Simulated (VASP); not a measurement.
Runs of VASP 6.6.1 on P. The structure is that of space group Imma (No. 74), or close to it. The cells are those of the table. 

| cell | gap on the mesh (eV) | pressure (GPa) | largest force (eV/Å) |
| --- | --- | --- | --- |
| a = 3.634 Å, angles 122.7, 89.0, 118.5°, 2 atoms | none | (b) | 0.13 |
| a = 3.619 Å, angles 122.4, 88.6, 119.2°, 2 atoms | none | -5.2 | 0.31 |
| a = 3.648 Å, angles 122.9, 89.5, 117.7°, 2 atoms | none | -7.3 | 0.04 |
| a = 3.609 Å, angles 123.2, 90.0, 117.0°, 2 atoms | none | -4.8 | 0.06 |
| a = 3.624 Å, angles 123.4, 90.4, 116.2°, 2 atoms | none | (a) | 0.12 |

Alike in all rows: task single point; level PBEsol; potentials or basis VASP PAW PBE potentials, release 64 (P); no spin polarisation; k mesh 18 × 18 × 18; cutoff (eV) 520; smearing gaussian 0.15 eV.

Task: Fill in the values left out.

Result: (a) -5.9; (b) -6.3.

Caveats: the PAW data sets were made with another functional, which shifts forces and pressure a little; the cell stands under tension (at least some runs); the stress differs along the axes, from -9 to -3 GPa (at least some runs); the stress differs along the axes, from -9 to -0 GPa (at least some runs).

A gap of «none» marks levels without a gap at the run's occupations.
